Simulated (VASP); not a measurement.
# TaSi2 in VASP: single point with PBE

Aim: the single point of TaSi2 with PBE.

Everything below comes from runs of VASP 6.6.1. Logs are shortened: lines on timing, memory, paths and dates and some standing lists are left out, and cuts for length are marked.

## (1) The cell of the first run

The cell holds an amorphous packing of atoms, 9 atoms: a = 5.239 Å, b = 5.120 Å, c = 5.170 Å, α = 94.82°, β = 86.93°, γ = 85.76°.

## (2) Single point, PBE

INCAR reads:

```
ALGO = Normal
EDIFF = 1E-6
ENCUT = 520
GGA = PE
ISIF = 2
ISMEAR = 0
ISYM = 0
LASPH = True
LCHARG = True
LELF = True
LREAL = False
LVHAR = True
LWAVE = False
NBANDS = 38
NELM = 100
PREC = Accurate
SIGMA = 0.1
```

KPOINTS reads:

```
k-points
0
Gamma
  3 3 3
```

POSCAR reads:

```
TaSi2
1.0
    5.2336610695      0.1890106619      0.1419411144
    0.2004857958      5.1108691314     -0.2240385167
    0.1450085049     -0.2143537763      5.1630630096
Ta Si
3 6
Direct
    0.6743070161      0.0839266162      0.1954283555
    0.9215057572      0.3381605124      0.7001652132
    0.4069265473      0.5867004167      0.4611803301
    0.2606656519      0.3338452024      0.0340583613
    0.5593107068      0.6603330216     -0.0572737630
    1.0037317768      0.8418669522      0.7871807372
    0.5053897896      0.0696959644      0.6864013339
    0.1595168045      1.0063125144      0.3342366269
    0.9023478730      0.5924526527      0.2739314508
```

Potentials or basis: VASP PAW PBE potentials, release 64 (Ta_pv, Si).

Command:

```
$ cat potpaw_PBE.64/Ta_pv/POTCAR potpaw_PBE.64/Si/POTCAR > POTCAR
$ mpirun -np 1 vasp_std > vasp.out
```

OUTCAR:

```text
EDIFF = 1E-6
   ENCUT = 520
   GGA = PE
   ISIF = 2
   ISMEAR = 0
   ISYM = 0
   LASPH = True
   LREAL = False
   NELM = 100
   PREC = Accurate

 ion  position               nearest neighbor table
   1  0.674  0.084  0.195-   5 2.56   4 2.64   7 2.65   8 2.69   9 2.78   6 2.80   7 2.82   8 2.82
                             9 2.95   3 3.02   2 3.20   2 3.22   3 3.35   5 3.35
   2  0.922  0.338  0.700-   4 2.54   5 2.61   6 2.63   8 2.63   6 2.65   9 2.65   7 2.66   9 3.13
                             3 3.17   1 3.20   1 3.22   3 3.24   7 3.25
   3  0.407  0.587  0.461-   8 2.58   4 2.64   5 2.66   9 2.72   7 2.74   6 2.80   5 2.82   9 2.86
                             7 3.00   1 3.02   2 3.17   2 3.24   1 3.35   8 3.36
   4  0.261  0.334  0.034-   7 2.41   5 2.43   9 2.43   8 2.45   2 2.54   3 2.64   1 2.64
   5  0.559  0.660  0.943-   4 2.43   1 2.56   9 2.57   7 2.58   2 2.61   3 2.66   6 2.68   3 2.82
                             1 3.35
   6  0.004  0.842  0.787-   2 2.63   2 2.65   8 2.66   5 2.68   1 2.80   3 2.80   7 2.87   9 2.94
                             9 2.96   7 2.99   8 3.05
   7  0.505  0.070  0.686-   4 2.41   5 2.58   1 2.65   8 2.65   2 2.66   3 2.74   1 2.82   6 2.87
                             6 2.99   3 3.00   2 3.25
   8  0.160  0.006  0.334-   4 2.45   3 2.58   9 2.60   2 2.63   7 2.65   6 2.66   1 2.69   1 2.82
                             6 3.05   3 3.36
   9  0.902  0.592  0.274-   4 2.43   5 2.57   8 2.60   2 2.65   3 2.72   1 2.78   3 2.86   6 2.94
                             1 2.95   6 2.96   2 3.13

IMPORTANT INFORMATION: All symmetrisations will be switched off!
NOSYMM: (Re-)initialisation of all symmetry stuff for point group C_1.

----------------------------------------------------------------------------------------

                                     Primitive cell

  volume of cell :     137.5401

  direct lattice vectors                    reciprocal lattice vectors
     5.233661070  0.189010662  0.141941114     0.191505774 -0.007762162 -0.005700844
     0.200485796  5.110869131 -0.224038517    -0.007316411  0.196314725  0.008355843
     0.145008505 -0.214353776  5.163063010    -0.005582287  0.008731993  0.194202785

  length of vectors
     5.238996135  5.119704199  5.169544917     0.191747783  0.196628638  0.194479128

  position of ions in fractional coordinates (direct lattice)
     0.674307016  0.083926616  0.195428355
     0.921505757  0.338160512  0.700165213
     0.406926547  0.586700417  0.461180330
     0.260665652  0.333845202  0.034058361
     0.559310707  0.660333022  0.942726237
     0.003731777  0.841866952  0.787180737
     0.505389790  0.069695964  0.686401334
     0.159516805  0.006312514  0.334236627
     0.902347873  0.592452653  0.273931451

  ion indices of the primitive-cell ions
   primitive index   ion index
                 1           1
                 2           2
                 3           3
                 4           4
                 5           5
                 6           6
                 7           7
                 8           8
                 9           9

----------------------------------------------------------------------------------------

 KPOINTS: k-points

Automatic generation of k-mesh.
 Grid dimensions read from file:
 generate k-points for:    3    3    3

 Generating k-lattice:

  Cartesian coordinates                     Fractional coordinates (reciprocal lattice)
     0.063835258 -0.002587387 -0.001900281     0.333333333 -0.000000000 -0.000000000
    -0.002438804  0.065438242  0.002785281     0.000000000  0.333333333 -0.000000000
    -0.001860762  0.002910664  0.064734262     0.000000000  0.000000000  0.333333333

  Length of vectors
     0.063915928  0.065542879  0.064826376

  Shift w.r.t. Gamma in fractional coordinates (k-lattice)
     0.000000000  0.000000000  0.000000000

 Subroutine IBZKPT returns following result:
 ===========================================

 Found     14 irreducible k-points:

 Following reciprocal coordinates:
            Coordinates               Weight
  0.000000  0.000000  0.000000      1.000000
  0.333333 -0.000000  0.000000      2.000000
 -0.000000  0.333333 -0.000000      2.000000
  0.333333  0.333333 -0.000000      2.000000
 -0.333333  0.333333 -0.000000      2.000000
 -0.000000  0.000000  0.333333      2.000000
  0.333333  0.000000  0.333333      2.000000
 -0.333333  0.000000  0.333333      2.000000
 -0.000000  0.333333  0.333333      2.000000
  0.333333  0.333333  0.333333      2.000000
 -0.333333  0.333333  0.333333      2.000000
 -0.000000 -0.333333  0.333333      2.000000
  0.333333 -0.333333  0.333333      2.000000
 -0.333333 -0.333333  0.333333      2.000000
   k-points           NKPTS =     14   k-points in BZ     NKDIM =     14   number of bands    NBANDS=     38
   number of dos      NEDOS =    301   number of ions     NIONS =      9
   total plane-waves  NPLWV =  64000
   dimension x,y,z NGX =    40 NGY =   40 NGZ =   40
   dimension x,y,z NGXF=    80 NGYF=   80 NGZF=   80
   ions per type =               3   6
   NGX,Y,Z   is equivalent  to a cutoff of  12.69, 12.99, 12.86 a.u.
   NGXF,Y,Z  is equivalent  to a cutoff of  25.39, 25.98, 25.73 a.u.
 SYSTEM =  unknown system
   PREC   = accura    normal or accurate (medium, high low for compatibility)
   ISTART =      0    job   : 0-new  1-cont  2-samecut
   ICHARG =      2    charge: 1-file 2-atom 10-const
   ISPIN  =      1    spin polarized calculation?
   LNONCOLLINEAR =      F non collinear calculations
   LSORBIT =      F    spin-orbit coupling
   LASPH  =      T    aspherical Exc in radial PAW
   ENCUT  =  520.0 eV  38.22 Ry    6.18 a.u.   9.74  9.52  9.61*2*pi/ulx,y,z
   NELM   =    100;   NELMIN=  2; NELMDL= -5     # of ELM steps
   EDIFF  = 0.1E-05   stopping-criterion for ELM
   LREAL  =      F    real-space projection
   EDIFFG = 0.1E-04   stopping-criterion for IOM
   NSW    =      0    number of steps for IOM
   IBRION =     -1    ionic relax: 0-MD 1-quasi-New 2-CG
   NFREE  =      0    steps in history (QN), initial steepest desc. (CG)
   ISIF   =      2    stress and relaxation
   ISYM   =      0    0-nonsym 1-usesym 2-fastsym
   POTIM  = 0.5000    time-step for ionic-motion
   TEBEG  =    0.0;   TEEND  =   0.0 temperature during run
   PSTRESS=    0.0 pullay stress
   NELECT =      57.0000    total number of electrons
   NUPDOWN=      -1.0000    fix difference up-down
   EMIN   =  10.00;   EMAX   =-10.00  energy-range for DOS
   EFERMI =   0.00;   METHOD = LEGACY
   ISMEAR =     0;   SIGMA  =   0.10  broadening in eV -4-tet -1-fermi 0-gaus
   EFERMI_NEDOS =   21; number of points for ismear=-14 and -15
   IALGO  =     38    algorithm
   IMIX   =      4    mixing-type and parameters
     AMIX     =   0.40;   BMIX     =  1.00
     AMIX_MAG =   1.60;   BMIX_MAG =  1.00
  volume/ion in A,a.u.               =      15.28       103.13
  Fermi-wavevector in a.u.,A,eV,Ry     =   1.220553  2.306511 20.269281  1.489750
  Thomas-Fermi vector in A             =   2.355767
   LORBIT       =      0    0 simple, 1 ext, 2 COOP (PROOUT), +10 PAW based schemes
   GGA     = PE    functional components
   LHFCALC =     F    Hartree Fock is set to
   AEXX    =    0.0000 exact exchange contribution
   IVDW    =     0    specifies the selected vdW correction
   LEPSILON=     F    determine dielectric tensor
   LRPA    =     F    only Hartree local field effects (RPA)
 non-spin polarized calculation
 Gauss-broadening in eV      SIGMA  =   0.10
  energy-cutoff  :      520.00
  volume of cell :      137.54
 maximum number of plane-waves:      3722
   NGX = 19   NGY = 19   NGZ = 19

 number of electron      57.0000001 magnetization

 Free energy of the ion-electron system (eV)
  ---------------------------------------------------
  ext. energy  EPLUGINS =         0.00000000
  ---------------------------------------------------
  free energy    TOTEN  =       -68.96966379 eV

  energy without entropy =      -68.94550464  energy(sigma->0) =      -68.95758421

 E-fermi :   8.9046     XC(G=0): -11.8011

 val. band max:        8.8669692653   @ k =  -0.3333  -0.3333   0.3333
 cond. band min:       8.9175804309   @ k =  -0.3333   0.0000   0.3333
 fundamental gap:      0.0506111655
 Fermi energy:         8.9045922279

 k-point     1 :       0.0000    0.0000    0.0000
  band No.  band energies     occupation
      1     -25.8913      2.00000
      2     -25.8542      2.00000
      3     -25.8209      2.00000
      4     -25.8193      2.00000
      5     -25.7750      2.00000
      6     -25.6098      2.00000
[... 30 lines left out ...]
     37      12.1518      0.00000
     38      12.2019      0.00000

 k-point     2 :       0.3333   -0.0000    0.0000
  band No.  band energies     occupation
      1     -25.8943      2.00000
      2     -25.8597      2.00000
      3     -25.8248      2.00000
      4     -25.8130      2.00000
      5     -25.7698      2.00000
      6     -25.6112      2.00000
[... 30 lines left out ...]
     37      12.0175      0.00000
     38      12.3137      0.00000

 k-point     3 :      -0.0000    0.3333   -0.0000
  band No.  band energies     occupation
      1     -25.9020      2.00000
      2     -25.8861      2.00000
      3     -25.8166      2.00000
      4     -25.7824      2.00000
      5     -25.7671      2.00000
      6     -25.6161      2.00000
[... 30 lines left out ...]
     37      12.0226      0.00000
[... 371 lines left out ...]
 k-point    13 :       0.3333   -0.3333    0.3333
  band No.  band energies     occupation
      1     -25.9061      2.00000
      2     -25.8887      2.00000
      3     -25.8171      2.00000
      4     -25.7858      2.00000
      5     -25.7663      2.00000
      6     -25.6187      2.00000
[... 30 lines left out ...]
     37      11.8141      0.00000
     38      12.1453      0.00000

 k-point    14 :      -0.3333   -0.3333    0.3333
  band No.  band energies     occupation
      1     -25.9014      2.00000
      2     -25.8864      2.00000
      3     -25.8162      2.00000
      4     -25.7863      2.00000
      5     -25.7771      2.00000
      6     -25.6175      2.00000
[... 30 lines left out ...]
     37      11.5544      0.00000
     38      11.9487      0.00000

------------------------ aborting loop because EDIFF is reached ----------------------------------------

  FORCE on cell =-STRESS in cart. coord.  units (eV):
  Direction    XX          YY          ZZ          XY          YZ          ZX
  --------------------------------------------------------------------------------------
  -------------------------------------------------------------------------------------
  Total        0.1495243     -0.0231445      0.0333976      0.0128868     -0.0533740     -0.0311722
  in kB        1.7417795     -0.2696062      0.3890424      0.1501153     -0.6217428     -0.3631184
  external PRESSURE =       0.6204053 kB  Pullay stress =       0.0000000 kB

 VOLUME and BASIS-vectors are now :
 -----------------------------------------------------------------------------
  energy-cutoff  :      520.00
  volume of cell :      137.54
      direct lattice vectors                 reciprocal lattice vectors
     5.233661070  0.189010662  0.141941114     0.191505774 -0.007762162 -0.005700844
     0.200485796  5.110869131 -0.224038517    -0.007316411  0.196314725  0.008355843
     0.145008505 -0.214353776  5.163063010    -0.005582287  0.008731993  0.194202785

 POSITION                                       TOTAL-FORCE (eV/Angst)
 -----------------------------------------------------------------------------------
      3.57426      0.51450      1.08592        -0.008442      0.036493      0.013442
      4.99218      1.75239      3.67004        -0.017460     -0.023405     -0.009260
      2.31422      2.97661      2.30742         0.014198      0.003620      0.025648
      1.43611      1.74821      0.13805         0.004584     -0.016472      0.005211
      3.19633      3.27851      4.79880         0.014597     -0.010611     -0.006766
      0.30246      4.13464      3.87618        -0.005917      0.028497      0.002921
      2.75855      0.30460      3.60005         0.011235     -0.001211      0.003098
      0.88459     -0.00923      1.74691        -0.007147     -0.013191     -0.023973
      4.88108      3.13978      1.40967        -0.005648     -0.003720     -0.010321
 -----------------------------------------------------------------------------------
    total drift:                                0.000091      0.000087      0.000308

  FREE ENERGIE OF THE ION-ELECTRON SYSTEM (eV)
  ---------------------------------------------------
  free  energy   TOTEN  =       -68.9696637899 eV

  energy  without entropy=      -68.9455046359  energy(sigma->0) =      -68.95758421
```

It took 61 s on 1 thread of Intel Xeon Platinum 8488C (Sapphire Rapids), shared host; peak memory 0.25 GiB.

Results:

```
Free energy   : -68.9697 eV
Pressure      : 0.1 GPa
Largest force : 0.040 eV/Å
```

Forces on the atoms (eV/Å):
```
Ta  -0.008  0.036  0.013
Ta  -0.017 -0.023 -0.009
Ta   0.014  0.004  0.026
Si   0.005 -0.016  0.005
Si   0.015 -0.011 -0.007
Si  -0.006  0.028  0.003
Si   0.011 -0.001  0.003
Si  -0.007 -0.013 -0.024
Si  -0.006 -0.004 -0.010
```

Stress tensor (GPa, compression positive):
```
 0.17  0.02 -0.04
 0.02 -0.03 -0.06
-0.04 -0.06  0.04
```

Levels at points of the mesh, in eV from the Fermi level:
```tsv
k point	band 26	band 27	band 28	band 29	band 30	band 31
(0.00, 0.00, 0.00)	-1.97	-1.67	-1.10	0.62	0.69	1.43
```

Caveat: the k points lie up to 0.41 Å⁻¹ apart; spin-orbit coupling is left out, which moves the levels of the heavy elements.
